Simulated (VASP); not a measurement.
Wanted: the native input for a VASP 6.6.1 run.

| Property | Result |
| --- | --- |
| Task | single point |
| Functional | PBE |
| Potentials or basis | VASP PAW PBE potentials, release 64 (Co, O) |
| Cutoff | 520 eV |
| k mesh | 12 × 12 × 8 |
| Occupations | gaussian, width 0.01 eV |
| Spin | collinear spin, antiferromagnetic start |
| Starting moments | [-2.32, 2.32, 0.17, -0.17] μB |
| Dipole correction | no |
| Further INCAR settings | ALGO = Normal; EDIFF = 1e-06; NBANDS = 27 |

The structure of CoO lies in POSCAR:

```
CoO
1.0
    3.1794997512      0.0000000000      0.0000000000
   -1.5897498756      2.7535275559      0.0000000000
    0.0000000000      0.0000000000      5.2356170212
Co O
2 2
Direct
    0.0000000391     -0.0000000391      0.0059319025
    0.3333332915      0.6666667085      0.5059319705
   -0.0000000408      0.0000000408      0.3690685205
    0.3333333769      0.6666666231      0.8690686064
```

This cell differs from its parent crystal: uniaxial strain along c: -1.0 %, then relaxed in part.

The input as run:

INCAR

```
  ALGO = Normal
  EDIFF = 1E-6
  ENCUT = 520
  GGA = PE
  ISIF = 2
  ISMEAR = 0
  ISPIN = 2
  LASPH = True
  LCHARG = False
  LMAXMIX = 4
  LORBIT = 11
  LREAL = False
  LWAVE = False
  MAGMOM = -2.32 2.32 0.17 -0.17
  NBANDS = 27
  NELM = 150
  PREC = Accurate
  SIGMA = 0.01
```

KPOINTS

```
k-points
0
Gamma
  12 12 8
```

Potentials or basis: VASP PAW PBE potentials, release 64 (Co, O).

The run is started by

```sh
$ cat potpaw_PBE.64/Co/POTCAR potpaw_PBE.64/O/POTCAR > POTCAR
$ mpirun -np 1 vasp_std > vasp.out
```

Results of the run:

The pressure is 0.6 GPa. The largest force is 0.004 eV/Å and the band gap on the k mesh is 0.14 eV (least direct gap 0.23 eV). The net moment is 0.00 μB per cell and the site moments are Co -2.28, +2.28; O +0.15, -0.15 μB. The valence electrons inside the program's atomic spheres are Co 8.01; O 5.00.

Caveat: the cell differs from its parent crystal (uniaxial strain along c: -1.0 %, then relaxed in part); semilocal functionals underestimate gaps, and a narrow one can read as zero.

Run time: 2.5 min on 1 thread of Oxide Virtual Turin-like Processor, on a shared host, peak memory 0.26 GiB.
